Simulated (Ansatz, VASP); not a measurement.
# Ru, level by level in two programs

```
CELL_PARAMETERS angstrom
2.65056 0.00000 0.00000
-1.32528 2.29546 0.00000
0.00000 0.00000 4.19449
ATOMIC_POSITIONS crystal
Ru 0.66667 0.33333 0.75000
Ru 0.33333 0.66667 0.25000
```

Single points on this cell with VASP 6.6.1 and Ansatz 0.2.0. Each row is one pair of runs. Alike in all rows: smearing: fermi-dirac, width 0.05 eV.

| level | spin | k mesh | VASP's potentials, cutoff | Ansatz's potentials, cutoff | gap on the k mesh at the Fermi level (eV), VASP | gap on the k mesh at the Fermi level (eV), Ansatz | pressure (GPa), VASP | pressure (GPa), Ansatz |
| --- | --- | --- | --- | --- | --- | --- | --- | --- |
| r2SCANh | off | 6 × 6 × 3 | VASP PAW PBE potentials, release 64 (Ru_pv), 520 eV | Ansatz PAW, 500 eV | none | none | 19.4 | 17.5 |
| BHLYP | off | 6 × 6 × 3 | VASP PAW PBE potentials, release 64 (Ru_pv), 520 eV | Ansatz PAW, 420 eV | none | none | 17.5 | 16.3 |
| PBE-based screened hybrid | off | 6 × 6 × 3 | VASP PAW PBE potentials, release 64 (Ru_pv), 520 eV | Ansatz PAW, 420 eV | none | none | 16.2 | 15.3 |
| LDA | non-collinear, zero start, SOC | 11 × 11 × 6 | VASP PAW LDA potentials, release 64 (Ru_pv), 520 eV | Ansatz PAW, 420 eV | - | - | 11.3 | 10.0 |
| LDA | off | 11 × 11 × 6 | VASP PAW LDA potentials, release 64 (Ru_pv), 520 eV | Ansatz PAW, 420 eV | none | none | 11.0 | 9.9 |

Pressure (GPa): the two programs differ by at most 1.88.

VASP's potentials hold 28 valence electrons a cell and Ansatz's 32, so a difference there can come from the potentials and not from the codes.

A gap of «none» marks a metal or a gap that the smearing closes.

The k mesh is coarse in some rows, so the values compare programs but aren't converged.
